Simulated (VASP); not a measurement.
# Ca (I4/mmm) in VASP: a series of runs

The runs below take Ca through single point, with r2SCAN.

Program: VASP 6.6.1. These are calculated values, not measurements. Logs are shortened: lines on timing, memory, paths and dates and some standing lists are left out, and cuts for length are marked.

## (1) The cell of the first run

Symmetry: I4/mmm, No. 139, tetragonal system. The conventional cell has a = 4.480 Å, b = 4.480 Å, c = 4.301 Å, α = 90.00°, β = 90.00°, γ = 90.00°. Ca (site symmetry 4/mmm) has 14 Ca at 3.83 to 4.48 Å within 5.0 Å.

## (2) Single point, r2SCAN (strain -0.0400 x Voigt [0, 1, 0, 0, 0, 0])

POSCAR

```
Ca
1.0
   -2.2400000000      2.1504000000      2.2400000000
    2.2400000000     -2.1504000000      2.2400000000
    2.2400000000      2.1504000000     -2.2400000000
Ca
1
Direct
    0.0000000000      0.0000000000      0.0000000000
```

INCAR.step1

```
SYSTEM = Ca
PREC = Accurate
ENCUT = 550
ISMEAR = 0
SIGMA = 0.15
LREAL = .False.
LASPH = .True.
NELM = 120
NBANDS = 11
GGA = PE
ALGO = Normal
EDIFF = 1E-5
LWAVE = .True.
LCHARG = .False.
GGA_COMPAT = .False.
```

INCAR.step2

```
SYSTEM = Ca
PREC = Accurate
ENCUT = 550
EDIFF = 1E-6
ISMEAR = 0
SIGMA = 0.15
LREAL = .False.
LASPH = .True.
NELM = 120
ALGO = Normal
ISIF = 2
LWAVE = .False.
LCHARG = .False.
METAGGA = R2SCAN
LMIXTAU = .True.
NBANDS = 11
ISTART = 1
GGA_COMPAT = .False.
```

KPOINTS

```
Automatic mesh
0
Gamma
  16 16 16
  0 0 0
```

Potentials or basis: VASP PAW PBE potentials, release 64 (Ca_sv).

Launch:

```console
> cat potpaw_PBE.64/Ca_sv/POTCAR > POTCAR
> cp INCAR.step1 INCAR
> mpirun -np 1 vasp_std > vasp.out
> cp INCAR.step2 INCAR
> mpirun -np 1 vasp_std > vasp.out
```

OUTCAR:

```text
SYSTEM = Ca
   PREC = Accurate
   ENCUT = 550
   EDIFF = 1E-6
   ISMEAR = 0
   LREAL = .False.
   LASPH = .True.
   NELM = 120
   ISIF = 2
   METAGGA = R2SCAN
   ISTART = 1

 ion  position               nearest neighbor table
   1  0.000  0.000  0.000-

  LATTYP: Found a body centered tetragonal cell.
 ALAT       =     4.4800000000
 C/A-ratio  =     0.9600000000

  Lattice vectors:

 A1 = (  -2.2400000000,  -2.1504000000,   2.2400000000)
 A2 = (   2.2400000000,  -2.1504000000,  -2.2400000000)
 A3 = (   2.2400000000,   2.1504000000,   2.2400000000)

Analysis of symmetry for initial positions (statically):
=====================================================================
 Subroutine PRICEL returns:
 Original cell was already a primitive cell.

 Routine SETGRP: Setting up the symmetry group for a
 body centered tetragonal supercell.

 Subroutine GETGRP returns: Found 16 space group operations
 (whereof 16 operations were pure point group operations)
 out of a pool of 16 trial point group operations.

The static configuration has the point symmetry D_4h.

Analysis of symmetry for dynamics (positions and initial velocities):
=====================================================================
 Subroutine PRICEL returns:
 Original cell was already a primitive cell.

 Routine SETGRP: Setting up the symmetry group for a
 body centered tetragonal supercell.

 Subroutine GETGRP returns: Found 16 space group operations
 (whereof 16 operations were pure point group operations)
 out of a pool of 16 trial point group operations.

The dynamic configuration has the point symmetry D_4h.

 Subroutine INISYM returns: Found 16 space group operations
 (whereof 16 operations are pure point group operations),
 and found     1 'primitive' translations

----------------------------------------------------------------------------------------

                                     Primitive cell

  volume of cell :      43.1594

  direct lattice vectors                    reciprocal lattice vectors
    -2.240000000  2.150400000  2.240000000     0.000000000  0.232514881  0.223214286
     2.240000000 -2.150400000  2.240000000     0.223214286  0.000000000  0.223214286
     2.240000000  2.150400000 -2.240000000     0.223214286  0.232514881  0.000000000

  length of vectors
     3.828762223  3.828762223  3.828762223     0.322316284  0.315672670  0.322316284

  position of ions in fractional coordinates (direct lattice)
     0.000000000  0.000000000  0.000000000

  ion indices of the primitive-cell ions
   primitive index   ion index
                 1           1

----------------------------------------------------------------------------------------

 KPOINTS: Automatic mesh

Automatic generation of k-mesh.
 Grid dimensions read from file:
 generate k-points for:   16   16   16

 Generating k-lattice:

  Cartesian coordinates                     Fractional coordinates (reciprocal lattice)
     0.000000000  0.014532180  0.013950893     0.062500000  0.000000000  0.000000000
     0.013950893  0.000000000  0.013950893     0.000000000  0.062500000  0.000000000
     0.013950893  0.014532180  0.000000000     0.000000000  0.000000000  0.062500000

  Length of vectors
     0.020144768  0.019729542  0.020144768

  Shift w.r.t. Gamma in fractional coordinates (k-lattice)
     0.000000000  0.000000000  0.000000000

 Subroutine IBZKPT returns following result:
 ===========================================

 Found    349 irreducible k-points:

 Following reciprocal coordinates:
            Coordinates               Weight
  0.000000  0.000000  0.000000      1.000000
  0.062500  0.000000  0.000000      8.000000
  0.125000  0.000000  0.000000      8.000000
  0.187500  0.000000  0.000000      8.000000
  0.250000  0.000000  0.000000      8.000000
  0.312500  0.000000 -0.000000      8.000000
[... 16 lines left out ...]
 -0.187500  0.062500  0.000000     16.000000
 -0.125000  0.062500  0.000000      8.000000
 [... further k-points ...]
   k-points           NKPTS =    349   k-points in BZ     NKDIM =    349   number of bands    NBANDS=     11
   number of dos      NEDOS =    301   number of ions     NIONS =      1
   total plane-waves  NPLWV =  27000
   dimension x,y,z NGX =    30 NGY =   30 NGZ =   30
   dimension x,y,z NGXF=    60 NGYF=   60 NGZF=   60
   ions per type =               1
   NGX,Y,Z   is equivalent  to a cutoff of  13.03, 13.03, 13.03 a.u.
   NGXF,Y,Z  is equivalent  to a cutoff of  26.05, 26.05, 26.05 a.u.
 SYSTEM =  Ca
   PREC   = accura    normal or accurate (medium, high low for compatibility)
   ISTART =      1    job   : 0-new  1-cont  2-samecut
   ICHARG =      0    charge: 1-file 2-atom 10-const
   ISPIN  =      1    spin polarized calculation?
   LNONCOLLINEAR =      F non collinear calculations
   LSORBIT =      F    spin-orbit coupling
   LASPH  =      T    aspherical Exc in radial PAW
   ENCUT  =  550.0 eV  40.42 Ry    6.36 a.u.   7.32  7.32  7.32*2*pi/ulx,y,z
   NELM   =    120;   NELMIN=  2; NELMDL=  0     # of ELM steps
   EDIFF  = 0.1E-05   stopping-criterion for ELM
   LREAL  =      F    real-space projection
   EDIFFG = 0.1E-04   stopping-criterion for IOM
   NSW    =      0    number of steps for IOM
   IBRION =     -1    ionic relax: 0-MD 1-quasi-New 2-CG
   NFREE  =      0    steps in history (QN), initial steepest desc. (CG)
   ISIF   =      2    stress and relaxation
   ISYM   =      2    0-nonsym 1-usesym 2-fastsym
   POTIM  = 0.5000    time-step for ionic-motion
   TEBEG  =    0.0;   TEEND  =   0.0 temperature during run
   PSTRESS=    0.0 pullay stress
   NELECT =      10.0000    total number of electrons
   NUPDOWN=      -1.0000    fix difference up-down
   EMIN   =  10.00;   EMAX   =-10.00  energy-range for DOS
   EFERMI =   0.00;   METHOD = LEGACY
   ISMEAR =     0;   SIGMA  =   0.15  broadening in eV -4-tet -1-fermi 0-gaus
   EFERMI_NEDOS =   21; number of points for ismear=-14 and -15
   IALGO  =     38    algorithm
   IMIX   =      4    mixing-type and parameters
     AMIX     =   0.40;   BMIX     =  1.00
     AMIX_MAG =   1.60;   BMIX_MAG =  1.00
  volume/ion in A,a.u.               =      43.16       291.25
  Fermi-wavevector in a.u.,A,eV,Ry     =   1.005502  1.900124 13.755965  1.011035
  Thomas-Fermi vector in A             =   2.138186
   LORBIT       =      0    0 simple, 1 ext, 2 COOP (PROOUT), +10 PAW based schemes
   METAGGA = R2SCAN    functional components
   LHFCALC =     F    Hartree Fock is set to
   AEXX    =    0.0000 exact exchange contribution
   IVDW    =     0    specifies the selected vdW correction
   LEPSILON=     F    determine dielectric tensor
   LRPA    =     F    only Hartree local field effects (RPA)
 non-spin polarized calculation
 Gauss-broadening in eV      SIGMA  =   0.15
  energy-cutoff  :      550.00
  volume of cell :       43.16
 maximum number of plane-waves:      1284
 NGX is ok and might be reduce to    30
   NGX = 15   NGY = 15   NGZ = 15

 number of electron      10.0000000 magnetization

 Free energy of the ion-electron system (eV)
  ---------------------------------------------------
  ext. energy  EPLUGINS =         0.00000000
  ---------------------------------------------------
  free energy    TOTEN  =        -7.02481482 eV

  energy without entropy =       -7.00925574  energy(sigma->0) =       -7.01703528

 E-fermi :   1.9580     XC(G=0):  -8.1452

 val. band max:        1.9458302535   @ k =   0.1250   0.3750   0.0625
 cond. band min:       1.9600298552   @ k =   0.3750   0.1250   0.1250
 fundamental gap:      0.0141996017
 Fermi energy:         1.9580246296

 k-point     1 :       0.0000    0.0000    0.0000
  band No.  band energies     occupation
      1     -41.9297      2.00000
      2     -21.9623      2.00000
      3     -21.9567      2.00000
      4     -21.9567      2.00000
      5      -2.3330      2.00000
      6       4.4632      0.00000
      7       4.6604      0.00000
      8       4.6604      0.00000
      9       5.5332      0.00000
     10       5.7758      0.00000
     11      12.4611      0.00000

 k-point     2 :       0.0625    0.0000    0.0000
  band No.  band energies     occupation
      1     -41.9292      2.00000
      2     -21.9661      2.00000
      3     -21.9585      2.00000
      4     -21.9583      2.00000
      5      -2.2583      2.00000
      6       4.4554      0.00000
      7       4.6277      0.00000
      8       4.6712      0.00000
      9       5.5222      0.00000
     10       5.7316      0.00000
     11      12.4389      0.00000

 k-point     3 :       0.1250    0.0000    0.0000
  band No.  band energies     occupation
      1     -41.9276      2.00000
      2     -21.9803      2.00000
      3     -21.9636      2.00000
      4     -21.9593      2.00000
      5      -2.0370      2.00000
      6       4.3544      0.00000
      7       4.4910      0.00000
      8       4.7927      0.00000
      9       5.4914      0.00000
     10       5.6673      0.00000
     11      12.1835      0.00000

 k-point     4 :       0.1875    0.0000    0.0000
  band No.  band energies     occupation
      1     -41.9253      2.00000
      2     -22.0025      2.00000
      3     -21.9712      2.00000
      4     -21.9598      2.00000
      5      -1.6772      2.00000
      6       4.1696      0.00000
      7       4.1958      0.00000
      8       5.0424      0.00000
      9       5.4882      0.00000
     10       5.6580      0.00000
     11      11.3683      0.00000
[... 239 lines left out ...]
 k-point    22 :      -0.2500    0.0625    0.0000
  band No.  band energies     occupation
      1     -41.9236      2.00000
      2     -22.0182      2.00000
      3     -21.9750      2.00000
      4     -21.9621      2.00000
      5      -1.3890      2.00000
      6       3.9626      0.00000
      7       4.0414      0.00000
      8       5.2292      0.00000
      9       5.4593      0.00000
     10       5.7255      0.00000
     11      10.8424      0.00000

 k-point    23 :      -0.1875    0.0625    0.0000
  band No.  band energies     occupation
      1     -41.9261      2.00000
      2     -21.9945      2.00000
      3     -21.9664      2.00000
      4     -21.9614      2.00000
      5      -1.8137      2.00000
      6       4.2439      0.00000
      7       4.3211      0.00000
      8       4.9304      0.00000
      9       5.4938      0.00000
     10       5.6398      0.00000
     11      11.8103      0.00000

 k-point    24 :      -0.1250    0.0625    0.0000
  band No.  band energies     occupation
      1     -41.9281      2.00000
      2     -21.9761      2.00000
      3     -21.9606      2.00000
      4     -21.9602      2.00000
      5      -2.1072      2.00000
      6       4.4083      0.00000
      7       4.5283      0.00000
      8       4.7354      0.00000
      9       5.5724      0.00000
     10       5.6113      0.00000
     11      12.4245      0.00000

 [... further k-points ...]

------------------------ aborting loop because EDIFF is reached ----------------------------------------

  FORCE on cell =-STRESS in cart. coord.  units (eV):
  Direction    XX          YY          ZZ          XY          YZ          ZX
  --------------------------------------------------------------------------------------
  -------------------------------------------------------------------------------------
  Total        0.0222342      0.0403159      0.0222342      0.0000000     -0.0000000      0.0000000
  in kB        0.8253872      1.4966204      0.8253872      0.0000000     -0.0000000      0.0000000
  external PRESSURE =       1.0491316 kB  Pullay stress =       0.0000000 kB

 VOLUME and BASIS-vectors are now :
 -----------------------------------------------------------------------------
  energy-cutoff  :      550.00
  volume of cell :       43.16
      direct lattice vectors                 reciprocal lattice vectors
    -2.240000000  2.150400000  2.240000000     0.000000000  0.232514881  0.223214286
     2.240000000 -2.150400000  2.240000000     0.223214286  0.000000000  0.223214286
     2.240000000  2.150400000 -2.240000000     0.223214286  0.232514881  0.000000000

 POSITION                                       TOTAL-FORCE (eV/Angst)
 -----------------------------------------------------------------------------------
      0.00000      0.00000      0.00000        -0.000000      0.000000     -0.000000
 -----------------------------------------------------------------------------------
    total drift:                               -0.000000     -0.000000      0.000000

  FREE ENERGIE OF THE ION-ELECTRON SYSTEM (eV)
  ---------------------------------------------------
  free  energy   TOTEN  =        -7.0248148192 eV

  energy  without entropy=       -7.0092557373  energy(sigma->0) =       -7.01703528
```

It took 6 min on 1 thread of AMD EPYC 9R14 (Zen 4), shared host; peak memory 0.27 GiB.

What came out:

```
Free energy            : -7.0248 eV
Pressure               : 0.1 GPa
Band gap on the k mesh : zero (bands 5 and 6 overlap by 0.63 eV)
```

Caveat: the cell differs from its parent crystal (strain -0.0400 x Voigt [0, 1, 0, 0, 0, 0]); the PAW data sets were made with another functional, which shifts forces and pressure a little.

## (3) Single point, r2SCAN (strain -0.0300 x Voigt [0, 1, 0, 0, 0, 0])

POSCAR

```
Ca
1.0
   -2.2400000000      2.1728000000      2.2400000000
    2.2400000000     -2.1728000000      2.2400000000
    2.2400000000      2.1728000000     -2.2400000000
Ca
1
Direct
    0.0000000000      0.0000000000      0.0000000000
```

INCAR.step1 is that of step 2.

INCAR.step2 is that of step 2.

KPOINTS

```
regular mesh
0
Gamma
  16 16 16
  0 0 0
```

Potentials or basis: VASP PAW PBE potentials, release 64 (Ca_sv).

Launch:

```console
> cat potpaw_PBE.64/Ca_sv/POTCAR > POTCAR
> cp INCAR.step1 INCAR
> mpirun -np 1 vasp_std > vasp.out
> cp INCAR.step2 INCAR
> mpirun -np 1 vasp_std > vasp.out
```

OUTCAR:

```text
SYSTEM = Ca
   PREC = Accurate
   ENCUT = 550
   EDIFF = 1E-6
   ISMEAR = 0
   LREAL = .False.
   LASPH = .True.
   NELM = 120
   ISIF = 2
   METAGGA = R2SCAN
   ISTART = 1

 ion  position               nearest neighbor table
   1  0.000  0.000  0.000-

  LATTYP: Found a body centered tetragonal cell.
 ALAT       =     4.4800000000
 C/A-ratio  =     0.9700000000

  Lattice vectors:

 A1 = (  -2.2400000000,  -2.1728000000,   2.2400000000)
 A2 = (   2.2400000000,  -2.1728000000,  -2.2400000000)
 A3 = (   2.2400000000,   2.1728000000,   2.2400000000)

Analysis of symmetry for initial positions (statically):
=====================================================================
 Subroutine PRICEL returns:
 Original cell was already a primitive cell.

 Routine SETGRP: Setting up the symmetry group for a
 body centered tetragonal supercell.

 Subroutine GETGRP returns: Found 16 space group operations
 (whereof 16 operations were pure point group operations)
 out of a pool of 16 trial point group operations.

The static configuration has the point symmetry D_4h.

Analysis of symmetry for dynamics (positions and initial velocities):
[... 170 lines left out ...]
      4     -22.0254      2.00000
      5      -2.3547      2.00000
      6       4.4396      0.00000
      7       4.5842      0.00000
      8       4.5842      0.00000
      9       5.5018      0.00000
     10       5.6793      0.00000
     11      12.4114      0.00000
[... 309 lines left out ...]
 k-point    24 :      -0.1250    0.0625   -0.0000
  band No.  band energies     occupation
      1     -41.9954      2.00000
      2     -22.0430      2.00000
      3     -22.0288      2.00000
      4     -22.0286      2.00000
      5      -2.1324      2.00000
      6       4.3702      0.00000
      7       4.4574      0.00000
      8       4.6775      0.00000
      9       5.5188      0.00000
     10       5.5339      0.00000
     11      12.2905      0.00000

 [... further k-points ...]

------------------------ aborting loop because EDIFF is reached ----------------------------------------

  FORCE on cell =-STRESS in cart. coord.  units (eV):
  Direction    XX          YY          ZZ          XY          YZ          ZX
  --------------------------------------------------------------------------------------
  -------------------------------------------------------------------------------------
  Total       -0.0236817     -0.0127953     -0.0236817      0.0000000      0.0000000      0.0000000
  in kB       -0.8700580     -0.4700953     -0.8700580      0.0000000      0.0000000      0.0000000
  external PRESSURE =      -0.7367371 kB  Pullay stress =       0.0000000 kB

 VOLUME and BASIS-vectors are now :
 -----------------------------------------------------------------------------
  energy-cutoff  :      550.00
  volume of cell :       43.61
      direct lattice vectors                 reciprocal lattice vectors
    -2.240000000  2.172800000  2.240000000     0.000000000  0.230117820  0.223214286
     2.240000000 -2.172800000  2.240000000     0.223214286  0.000000000  0.223214286
     2.240000000  2.172800000 -2.240000000     0.223214286  0.230117820  0.000000000

 POSITION                                       TOTAL-FORCE (eV/Angst)
 -----------------------------------------------------------------------------------
      0.00000      0.00000      0.00000         0.000000      0.000000      0.000000
 -----------------------------------------------------------------------------------
    total drift:                               -0.000000     -0.000000      0.000000

  FREE ENERGIE OF THE ION-ELECTRON SYSTEM (eV)
  ---------------------------------------------------
  free  energy   TOTEN  =        -7.0250857918 eV

  energy  without entropy=       -7.0094391347  energy(sigma->0) =       -7.01726246
```

OUTCAR.step1:

```text
SYSTEM = Ca
   PREC = Accurate
   ENCUT = 550
   ISMEAR = 0
   LREAL = .False.
   LASPH = .True.
   NELM = 120
[... 554 lines left out ...]
 -----------------------------------------------------------------------------------
      0.00000      0.00000      0.00000         0.000000      0.000000      0.000000
 -----------------------------------------------------------------------------------
    total drift:                               -0.000000     -0.000000      0.000000

  FREE ENERGIE OF THE ION-ELECTRON SYSTEM (eV)
  ---------------------------------------------------
  free  energy   TOTEN  =        -1.9200685348 eV

  energy  without entropy=       -1.9021261940  energy(sigma->0) =       -1.91109736
```

OSZICAR.step1:

```text
N       E                     dE             d eps       ncg     rms          rms(c)
DAV:   1     0.682385182246E+02    0.68239E+02   -0.51140E+03  7678   0.852E+02
DAV:   2    -0.353832898337E+00   -0.68592E+02   -0.68000E+02  8389   0.211E+02
DAV:   3    -0.185307276635E+01   -0.14992E+01   -0.14813E+01 11350   0.308E+01
DAV:   4    -0.192558606306E+01   -0.72513E-01   -0.72197E-01 10257   0.525E+00
DAV:   5    -0.192681393153E+01   -0.12279E-02   -0.12276E-02 10650   0.596E-01    0.223E+00
DAV:   6    -0.192107077986E+01    0.57432E-02   -0.11176E-02  9441   0.114E+00    0.136E+00
DAV:   7    -0.192047020657E+01    0.60057E-03   -0.17418E-02  8785   0.151E+00    0.998E-02
DAV:   8    -0.192004644651E+01    0.42376E-03   -0.18166E-03  9053   0.416E-01    0.199E-02
DAV:   9    -0.192006636725E+01   -0.19921E-04   -0.94364E-05 10165   0.783E-02    0.609E-03
DAV:  10    -0.192006853476E+01   -0.21675E-05   -0.61906E-06  6660   0.222E-02
   1 F= -.19200685E+01 E0= -.19110974E+01  d E =-.179423E-01
```

Run time: 5.9 min. Hardware: 1 thread of AMD EPYC 9R14 (Zen 4), shared host; peak memory 0.28 GiB.

What came out:

| Property | Result |
| --- | --- |
| Free energy | -7.0251 eV |
| Pressure | -0.1 GPa |
| Band gap on the k mesh | zero (bands 5 and 6 overlap by 0.61 eV) |

Levels at points of the mesh, in eV from the Fermi level:
| k point | band 1 | band 2 | band 3 | band 4 | band 5 | band 6 | band 7 | band 8 | band 9 | band 10 |
| --- | --- | --- | --- | --- | --- | --- | --- | --- | --- | --- |
| (0.00, 0.00, 0.00) | -43.91 | -23.95 | -23.94 | -23.94 | -4.27 | 2.52 | 2.67 | 2.67 | 3.59 | 3.76 |
| (0.50, 0.00, 0.00) | -43.90 | -24.08 | -23.99 | -23.94 | -0.82 | -0.12 | 1.54 | 3.63 | 4.01 | 4.72 |
| (0.00, 0.50, 0.00) | -43.90 | -24.07 | -23.99 | -23.94 | -0.89 | -0.23 | 1.72 | 3.48 | 3.91 | 4.70 |
| (0.50, 0.50, 0.50) | -43.89 | -24.04 | -24.04 | -24.03 | 0.13 | 0.20 | 3.87 | 3.87 | 4.41 | 4.48 |

Caveat: the cell differs from its parent crystal (strain -0.0300 x Voigt [0, 1, 0, 0, 0, 0]); the PAW data sets were made with another functional, which shifts forces and pressure a little.

[end of part 1 of 2]
